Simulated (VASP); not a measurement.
**Mn: single point with PBE**

The system is Mn.

```
Mn
1.0
    -1.54833    1.54833    1.54833
     1.54833   -1.54833    1.54833
     1.54833    1.54833   -1.54833
Mn
1
Direct
  0.00000 0.00000 0.00000
```

| Quantity | Value |
| --- | --- |
| Program | VASP 6.6.1 |
| Task | single point |
| Functional | PBE |
| Potentials or basis | VASP PAW PBE potentials, release 64 (Mn_pv) |
| Cutoff | 500 eV |
| k mesh | 11 × 11 × 11 |
| Occupations | methfessel-paxton, width 0.0112 eV |
| Spin | no spin polarisation |
| Dipole correction | no |
| Further INCAR settings | ALGO = Normal; EDIFF = 1e-06; NBANDS = 12 |

The pressure is -43.1 GPa.

Levels at points of the mesh, in eV from the Fermi level:
| k point | band 4 | band 5 | band 6 | band 7 | band 8 | band 9 |
| --- | --- | --- | --- | --- | --- | --- |
| (0.00, 0.00, 0.00) | -7.07 | -1.05 | -1.05 | -1.05 | 0.20 | 0.20 |

It took 7.5 s on 1 thread of Intel Xeon 6975P-C (shared host), peak memory 0.12 GiB.

Caveat: the run has no spin polarisation, though such a crystal can be magnetic. Spin polarisation is off, so any magnetic state and its effect on volume and gap are missing.
